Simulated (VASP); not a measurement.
Here is a VASP 6.6.1 calculation.

File INCAR:

```
SYSTEM = Nb
  PREC = Accurate
  ENCUT = 600
  EDIFF = 1E-7
  ISMEAR = -1
  SIGMA = 0.08
  LREAL = .False.
  LASPH = .True.
  NELM = 100
  ALGO = Normal
  ISIF = 3
  LWAVE = .False.
  LCHARG = .False.
  GGA = PE
  IBRION = 2
  NSW = 100
  EDIFFG = -0.005
```

Contents of KPOINTS:

```
regular mesh
0
Gamma
  11 11 11
  0 0 0
```

Contents of POSCAR:

```
Nb
1.0
    0.0000000000      3.2195088072      3.2195088072
    3.2195088072      0.0000000000      3.2195088072
    3.2195088072      3.2195088072      0.0000000000
Nb
2
Direct
    0.0000000000      0.0000000000      0.0000000000
    0.2500000000      0.2500000000      0.2500000000
```

Potentials or basis: VASP PAW PBE potentials, release 64 (Nb_sv).

The run is started by

```console
$ cat potpaw_PBE.64/Nb_sv/POTCAR > POTCAR
$ mpirun -np 1 vasp_std > vasp.out
```

(1) Estimate the relaxed cell.

(2) Estimate the band gap on the k mesh.

Results:

(1) a = 4.180 Å, b = 4.180 Å, c = 4.180 Å, α = 60.00°, β = 60.00°, γ = 60.00°.

(2) zero (bands 13 and 14 overlap by 1.02 eV).
